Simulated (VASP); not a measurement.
# AlN (Cm) in VASP: notebook

AlN is run at these levels: PBE; tasks: single point.

Everything below comes from runs of VASP 6.6.1. Logs are shortened: lines on timing, memory, paths and dates and some standing lists are left out, and cuts for length are marked.

### 1 The cell of the first run

Symmetry: Cm, No. 8, monoclinic system. Conventional cell: a = 5.388 Å, b = 3.111 Å, c = 4.978 Å, α = 90.00°, β = 90.00°, γ = 90.00°. Within 2.4 Å of Al (site symmetry m) lie 4 N at 1.83 to 1.97 Å. Al (site symmetry m) has 4 N at 1.79 to 1.95 Å within 2.4 Å. Within 2.4 Å of N (site symmetry m) lie 4 Al at 1.79 to 1.95 Å. Within 2.4 Å of N (site symmetry m) lie 4 Al at 1.83 to 1.97 Å.

### 2 Single point, PBE

Input file INCAR:

```
PREC = Accurate
ENCUT = 520
EDIFF = 1E-6
ISMEAR = 0
SIGMA = 0.05
LREAL = F
LASPH = T
NELM = 80
ALGO = Normal
ISIF = 2
LWAVE = F
LCHARG = T
GGA = PE
LELF = T
LVHAR = T
NBANDS = 16
```

Input file KPOINTS:

```
regular mesh
0
Gamma
  9 9 6
```

Input file POSCAR:

```
AlN
1.0
    3.1110021516      0.0000000000      0.0000000000
   -1.5555010758      2.6942068945      0.0000000000
    0.0000000000      0.0000000000      4.9780000000
Al N
2 2
Direct
    0.3333333333      0.6666666667      0.0000000000
    0.6666666667      0.3333333333      0.5000000000
    0.2979694287      0.6489847143      0.3911002736
    0.6313027620      0.3156513810      0.8911002736
```

Potentials or basis: VASP PAW PBE potentials, release 64 (Al, N).

Launch:

```sh
$ cat potpaw_PBE.64/Al/POTCAR potpaw_PBE.64/N/POTCAR > POTCAR
$ mpirun -np 1 vasp_std > vasp.out
```

OUTCAR:

```text
PREC = Accurate
   ENCUT = 520
   EDIFF = 1E-6
   ISMEAR = 0
   LREAL = F
   LASPH = T
   NELM = 80
   ISIF = 2
   GGA = PE

 ion  position               nearest neighbor table
   1  0.333  0.667  0.000-   4 1.83   4 1.83   3 1.95   4 1.97   2 3.07   2 3.07   2 3.07   2 3.07
                             2 3.07   2 3.07
   2  0.667  0.333  0.500-   3 1.79   3 1.92   3 1.92   4 1.95   1 3.07   1 3.07   1 3.07   1 3.07
                             1 3.07   1 3.07
   3  0.298  0.649  0.391-   2 1.79   2 1.92   2 1.92   1 1.95
   4  0.631  0.316  0.891-   1 1.83   1 1.83   2 1.95   1 1.97

  LATTYP: Found a hexagonal cell.
 ALAT       =     3.1110021516
 C/A-ratio  =     1.6001274694

  Lattice vectors:

 A1 = (   3.1110021516,   0.0000000000,   0.0000000000)
 A2 = (  -1.5555010758,   2.6942068945,   0.0000000000)
 A3 = (   0.0000000000,   0.0000000000,   4.9780000000)

Analysis of symmetry for initial positions (statically):
=====================================================================
 Subroutine PRICEL returns:
 Original cell was already a primitive cell.

 Routine SETGRP: Setting up the symmetry group for a
 hexagonal supercell.

 Subroutine GETGRP returns: Found  2 space group operations
 (whereof  2 operations were pure point group operations)
 out of a pool of 24 trial point group operations.

The static configuration has the point symmetry C_1h.

Analysis of symmetry for dynamics (positions and initial velocities):
=====================================================================
 Subroutine PRICEL returns:
 Original cell was already a primitive cell.

 Routine SETGRP: Setting up the symmetry group for a
 hexagonal supercell.

 Subroutine GETGRP returns: Found  2 space group operations
 (whereof  2 operations were pure point group operations)
 out of a pool of 24 trial point group operations.

The dynamic configuration has the point symmetry C_1h.

 Subroutine INISYM returns: Found  2 space group operations
 (whereof  2 operations are pure point group operations),
 and found     1 'primitive' translations

----------------------------------------------------------------------------------------

                                     Primitive cell

  volume of cell :      41.7240

  direct lattice vectors                    reciprocal lattice vectors
     3.111002152  0.000000000  0.000000000     0.321439829  0.185583372  0.000000000
[... 90 lines left out ...]
   EDIFF  = 0.1E-05   stopping-criterion for ELM
   LREAL  =      F    real-space projection
   EDIFFG = 0.1E-04   stopping-criterion for IOM
   NSW    =      0    number of steps for IOM
   IBRION =     -1    ionic relax: 0-MD 1-quasi-New 2-CG
   NFREE  =      0    steps in history (QN), initial steepest desc. (CG)
   ISIF   =      2    stress and relaxation
   ISYM   =      2    0-nonsym 1-usesym 2-fastsym
   POTIM  = 0.5000    time-step for ionic-motion
   TEBEG  =    0.0;   TEEND  =   0.0 temperature during run
   PSTRESS=    0.0 pullay stress
   NELECT =      16.0000    total number of electrons
   NUPDOWN=      -1.0000    fix difference up-down
   EMIN   =  10.00;   EMAX   =-10.00  energy-range for DOS
   EFERMI =   0.00;   METHOD = LEGACY
   ISMEAR =     0;   SIGMA  =   0.05  broadening in eV -4-tet -1-fermi 0-gaus
   EFERMI_NEDOS =   21; number of points for ismear=-14 and -15
   IALGO  =     38    algorithm
   IMIX   =      4    mixing-type and parameters
     AMIX     =   0.40;   BMIX     =  1.00
     AMIX_MAG =   1.60;   BMIX_MAG =  1.00
  volume/ion in A,a.u.               =      10.43        70.39
  Fermi-wavevector in a.u.,A,eV,Ry     =   1.189377  2.247596 19.247033  1.414617
  Thomas-Fermi vector in A             =   2.325485
   LORBIT       =      0    0 simple, 1 ext, 2 COOP (PROOUT), +10 PAW based schemes
   GGA     = PE    functional components
   LHFCALC =     F    Hartree Fock is set to
   AEXX    =    0.0000 exact exchange contribution
   IVDW    =     0    specifies the selected vdW correction
   LEPSILON=     F    determine dielectric tensor
   LRPA    =     F    only Hartree local field effects (RPA)
 non-spin polarized calculation
 Gauss-broadening in eV      SIGMA  =   0.05
  energy-cutoff  :      520.00
  volume of cell :       41.72
 maximum number of plane-waves:      1152
   NGX = 11   NGY = 11   NGZ = 19

 number of electron      15.9999999 magnetization

 Free energy of the ion-electron system (eV)
  ---------------------------------------------------
  ext. energy  EPLUGINS =         0.00000000
  ---------------------------------------------------
  free energy    TOTEN  =       -29.59446168 eV

  energy without entropy =      -29.59446168  energy(sigma->0) =      -29.59446168

 E-fermi :   6.6408     XC(G=0): -10.9139

 val. band max:        6.3488425264   @ k =   0.0000   0.0000   0.0000
 cond. band min:      10.3628059374   @ k =   0.0000   0.0000   0.0000
 fundamental gap:      4.0139634110
 Fermi energy:         6.6407519845

 k-point     1 :       0.0000    0.0000    0.0000
  band No.  band energies     occupation
      1      -9.0362      2.00000
      2      -6.8944      2.00000
      3       0.2189      2.00000
      4       5.1660      2.00000
      5       5.1806      2.00000
      6       5.8949      2.00000
[... 433 lines left out ...]
      3       1.1859      2.00000
      4       2.1861      2.00000
      5       2.8983      2.00000
      6       3.1224      2.00000
[... 8 lines left out ...]
     15      18.7608      0.00000
     16      20.7181      0.00000

 [... further k-points ...]

------------------------ aborting loop because EDIFF is reached ----------------------------------------

  FORCE on cell =-STRESS in cart. coord.  units (eV):
  Direction    XX          YY          ZZ          XY          YZ          ZX
  --------------------------------------------------------------------------------------
  -------------------------------------------------------------------------------------
  Total        2.0605644      1.8726489      0.1085309      0.1627396     -0.5123645     -0.8874414
  in kB       79.1244367     71.9085941      4.1675211      6.2491030    -19.6744897    -34.0772158
  external PRESSURE =      51.7335173 kB  Pullay stress =       0.0000000 kB

 VOLUME and BASIS-vectors are now :
 -----------------------------------------------------------------------------
  energy-cutoff  :      520.00
  volume of cell :       41.72
      direct lattice vectors                 reciprocal lattice vectors
     3.111002152  0.000000000  0.000000000     0.321439829  0.185583372  0.000000000
    -1.555501076  2.694206895  0.000000000     0.000000000  0.371166744  0.000000000
     0.000000000  0.000000000  4.978000000     0.000000000  0.000000000  0.200883889

 POSITION                                       TOTAL-FORCE (eV/Angst)
 -----------------------------------------------------------------------------------
     -0.00000      1.79614      0.00000        -1.174037     -0.677831      0.637511
      1.55550      0.89807      2.48900        -1.620121     -0.935378      0.667705
     -0.08251      1.74850      1.94690         1.622424      0.936707     -0.668760
      1.47299      0.85043      4.43590         1.171735      0.676501     -0.636457
 -----------------------------------------------------------------------------------
    total drift:                                0.000777      0.000449     -0.000013

  FREE ENERGIE OF THE ION-ELECTRON SYSTEM (eV)
  ---------------------------------------------------
  free  energy   TOTEN  =       -29.5944616792 eV

  energy  without entropy=      -29.5944616792  energy(sigma->0) =      -29.59446168
```

Run time: 55 s. Hardware: 1 thread of Intel Xeon Platinum 8488C (Sapphire Rapids), shared host; peak memory 0.21 GiB.

What came out:

```yaml
Free_energy: -29.5945 eV
Pressure: 5.2 GPa
Largest_force: 1.989 eV/Å
Band_gap_on_the_k_mesh: 4.01 eV
```

Forces in eV/Å, atoms in the order of the input:
```
Al  -1.174 -0.678  0.638
Al  -1.620 -0.935  0.668
N    1.622  0.937 -0.669
N    1.172  0.677 -0.636
```

Caveat: the cell differs from its parent crystal (all N atoms moved +0.100 Å, as atom 3 towards its neighbour atom 2 (Al) at 1.885 Å); the cell stands under pressure; forces of over 1 eV/Å act on the atoms, so gaps and moduli don't describe the material at rest.

### 3 Single point, PBE

Input file INCAR:

```
PREC = Accurate ; ENCUT = 520
EDIFF = 1E-7 ; ISMEAR = 0
SIGMA = 0.05 ; LREAL = F
LASPH = T ; NELM = 60
ALGO = Normal ; ISIF = 2
LWAVE = F ; LCHARG = T
GGA = PE ; LELF = T
LVHAR = T ; NBANDS = 16
```

Input file KPOINTS:

```
Automatic mesh
0
Gamma
  9 9 6
```

POSCAR, as its differences from that of step 2:

```diff
@@ -10,3 +10,3 @@
     0.6666666667      0.3333333333      0.5000000000
-    0.2979694287      0.6489847143      0.3911002736
-    0.6313027620      0.3156513810      0.8911002736
+    0.3510152857      0.6755076428      0.3819498632
+    0.6843486190      0.3421743095      0.8819498632
```

Potentials or basis: VASP PAW PBE potentials, release 64 (Al, N).

Launch:

```sh
$ cat potpaw_PBE.64/Al/POTCAR potpaw_PBE.64/N/POTCAR > POTCAR
$ mpirun -np 1 vasp_std > vasp.out
```

It took 67 s on 1 thread of Intel Xeon Platinum 8488C (Sapphire Rapids), shared host; peak memory 0.2 GiB.

It converged, with:

```yaml
Free_energy: -29.7363 eV
Pressure: 4.1 GPa
Largest_force: 0.783 eV/Å
Band_gap_on_the_k_mesh: 4.19 eV
```

Forces in eV/Å, atoms in the order of the input:
```
Al   0.677  0.391  0.037
Al   0.577  0.333  0.034
N   -0.576 -0.333 -0.033
N   -0.678 -0.391 -0.037
```

Stress tensor (GPa, compression positive):
```
4.22 0.14 1.73
0.14 4.06 1.00
1.73 1.00 4.03
```

Levels at points of the mesh, in eV from the valence-band top:
```tsv
k point	band 5	band 6	band 7	band 8	band 9	band 10	band 11	band 12
(0.00, 0.00, 0.00)	-0.91	-0.25	-0.23	0.00	4.19	6.63	10.59	11.12
(0.00, 0.00, 0.50)	-0.68	-0.68	-0.48	-0.48	6.44	6.44	10.29	10.29
```

Caveat: the cell differs from its parent crystal (all N atoms moved -0.050 Å, as atom 3 towards its neighbour atom 2 (Al) at 1.885 Å); the cell stands under pressure; an odd mesh through Γ misses points on the zone boundary, where band edges can lie.
